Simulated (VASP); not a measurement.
Runs of VASP 6.6.1 on Al8SiN7 (a cell with a defect). The cell holds a defect, 16 atoms: a = 6.191 Å, b = 6.191 Å, c = 6.191 Å, α = 60.00°, β = 60.00°, γ = 60.00°. 

| level | potentials or basis | k mesh | smearing | gap on the mesh (eV) | pressure (GPa) | moment (μB) | largest force (eV/Å) |
| --- | --- | --- | --- | --- | --- | --- | --- |
| PBEsol | VASP PAW PBE potentials, release 64 (Al, N, Si) | 2 × 2 × 2, shifted | methfessel-paxton 0.05 eV | none | 36.1 | 0.01 | 10.76 |
| PBEsol+D3(BJ) | VASP PAW PBE potentials, release 64 (Al, N, Si) | 1 × 1 × 1 | fermi-dirac 0.05 eV | - | (a) | 1.00 | 11.04 |
| LDA | VASP PAW LDA potentials, release 64 (Al, N, Si) | 2 × 2 × 2, shifted | fermi-dirac 0.05 eV | none | 31.5 | 0.00 | 10.68 |
| PBEsol | VASP PAW PBE potentials, release 64 (Al, N, Si) | 2 × 2 × 2, shifted | fermi-dirac 0.05 eV | none | 36.1 | 0.00 | 10.81 |

Alike in all rows: task single point; spin collinear; cell as given; cutoff (eV) 520.

Estimate the missing entries.

(a) 37.0.

Caveats: all runs use coarse meshes; the PAW data sets were made with another functional, which shifts forces and pressure a little (at least some runs).

A gap of «none» marks levels without a gap at the run's occupations.
